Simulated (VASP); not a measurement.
# Li15FeF16 (a cell with a defect): single point with PBE

Li15FeF16 (a cell with a defect):

```
CELL_PARAMETERS angstrom
-4.06818 4.06818 -4.06818
4.06818 -4.06818 -4.06818
-4.06818 -4.06818 4.06818
ATOMIC_POSITIONS crystal
Fe 0.50000 0.25000 0.25000
Li 0.24738 0.25000 0.50262
Li 0.00000 0.25000 0.75000
Li 0.75262 0.99738 0.25000
Li 0.75262 0.25000 0.99738
Li 0.50000 0.99738 0.50262
Li 0.24738 0.99738 0.74476
Li 0.00000 0.75000 0.25000
Li 0.99476 0.99738 0.99738
Li 0.75262 0.75524 0.50262
Li 0.50000 0.75000 0.75000
Li 0.24738 0.50262 0.25000
Li 0.24738 0.74476 0.99738
Li 0.00524 0.50262 0.50262
Li 0.75262 0.50262 0.75524
Li 0.50000 0.50262 0.99738
F 0.76658 0.25000 0.51658
F 0.50000 0.25000 0.75000
F 0.23342 0.25000 0.98342
F 0.00000 0.00000 0.50000
F 0.00000 0.25000 0.25000
F 0.75000 0.00000 0.75000
F 0.50000 0.98342 0.98342
F 0.25000 0.75000 0.50000
F 0.23342 0.98342 0.25000
F 0.00000 0.75000 0.75000
F 0.75000 0.75000 0.00000
F 0.50000 0.51658 0.51658
F 0.50000 0.75000 0.25000
F 0.25000 0.50000 0.75000
F 0.00000 0.50000 0.00000
F 0.76658 0.51658 0.25000
```

| Property | Result |
| --- | --- |
| Program | VASP 6.6.1 |
| Task | single point |
| Functional | PBE |
| Potentials or basis | VASP PAW PBE potentials, release 64 (Fe, Li_sv, F) |
| Cutoff | 520 eV |
| k mesh | 2 × 2 × 2, shifted |
| Occupations | gaussian, width 0.01 eV |
| Spin | collinear spin, ferromagnetic start |

- Largest force: 0.014 eV/Å
- Band gap on the k mesh: zero (filled and empty bands overlap)
- Net moment: -3.00 μB per cell
- Site moments: Fe -2.83; Li +0.00, -0.00 (each value once); F -0.02, +0.00, -0.00 (each value once) μB
- Valence electrons inside the program's atomic spheres: Fe 6.99; Li 2.06, 2.07 (each value once); F 6.13, 6.14 (each value once)

Forces on the atoms (eV/Å):
```
Fe   0.000  0.000  0.000
Li   0.000 -0.010  0.010
Li   0.000  0.000  0.000
Li  -0.010  0.010  0.000
Li   0.000  0.010 -0.010
Li  -0.010  0.000  0.010
Li   0.010  0.010  0.000
Li   0.000  0.000  0.000
Li   0.010  0.000  0.010
Li   0.000 -0.010 -0.010
Li   0.000  0.000  0.000
Li   0.010 -0.010  0.000
Li   0.000  0.010  0.010
Li  -0.010  0.000 -0.010
Li  -0.010 -0.010  0.000
Li   0.010  0.000 -0.010
F   -0.003  0.000  0.000
F    0.000  0.000  0.000
F    0.003  0.000  0.000
F    0.000  0.000  0.000
F    0.000  0.000  0.000
F    0.000  0.000  0.000
F    0.000  0.003  0.000
F    0.000  0.000  0.000
F    0.000  0.000  0.003
F    0.000  0.000  0.000
F    0.000  0.000  0.000
F    0.000 -0.003  0.000
F    0.000  0.000  0.000
F    0.000  0.000  0.000
F    0.000  0.000  0.000
F    0.000  0.000 -0.003
```

Levels at points of the mesh, in eV from the Fermi level:
Spin up:
| k point | band 77 | band 78 | band 79 | band 80 | band 81 | band 82 | band 83 | band 84 | band 85 | band 86 |
| --- | --- | --- | --- | --- | --- | --- | --- | --- | --- | --- |
| (0.25, 0.25, 0.25) | -7.33 | -7.33 | -7.33 | -0.01 | -0.01 | -0.01 | 1.43 | 1.79 | 1.79 | 2.92 |
Spin down:
| k point | band 80 | band 81 | band 82 | band 83 | band 84 | band 85 | band 86 | band 87 | band 88 | band 89 |
| --- | --- | --- | --- | --- | --- | --- | --- | --- | --- | --- |
| (0.25, 0.25, 0.25) | -1.91 | -1.91 | -1.91 | -1.60 | -1.60 | 1.12 | 2.89 | 2.89 | 2.89 | 4.90 |

Wall time 3.4 min on 1 thread of Intel(R) Xeon(R) Platinum 8559C (Emerald Rapids), on a shared host, peak memory 0.54 GiB.

Caveat: the k points lie up to 0.55 Å⁻¹ apart; semilocal functionals often make such compounds metallic where correlation or magnetic order opens a gap, which also shifts bond lengths. With open d or f shells a metallic result of PBE can be an artefact of self-interaction; +U or a hybrid may open a gap.
